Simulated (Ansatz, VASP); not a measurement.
**CdS: VASP beside Ansatz**

```
Cd S
1.0
     0.00000    2.88288    2.88288
     2.88288    0.00000    2.88288
     2.88288    2.88288    0.00000
Cd S
1 1
Direct
  0.00000 0.00000 0.00000
  0.75000 0.75000 0.75000
```

Change from the starting cell: volume scaled by 0.94, crystal datasets.

Alike in both runs: task electric field gradients; functional PBE; k mesh 7 × 7 × 7; occupations fermi-dirac, width 0.02 eV; no spin polarisation.

|  | VASP | Ansatz |
| --- | --- | --- |
| version | VASP 6.6.1 | Ansatz 0.2.0 |
| potentials or method | VASP PAW PBE potentials, release 64 (Cd, S), cutoff 520 eV | all-electron PAW with datasets made for the crystal, scalar-relativistic |

|  | VASP | Ansatz | Ansatz less VASP |
| --- | --- | --- | --- |
| gap on the k mesh at the Fermi level (eV) | 1.22 | 1.22 | -0.006 |
| pressure (GPa) | 5.8 | 5.4 | -0.38 |

Ansatz ran all-electron here, and VASP with PAW potentials.
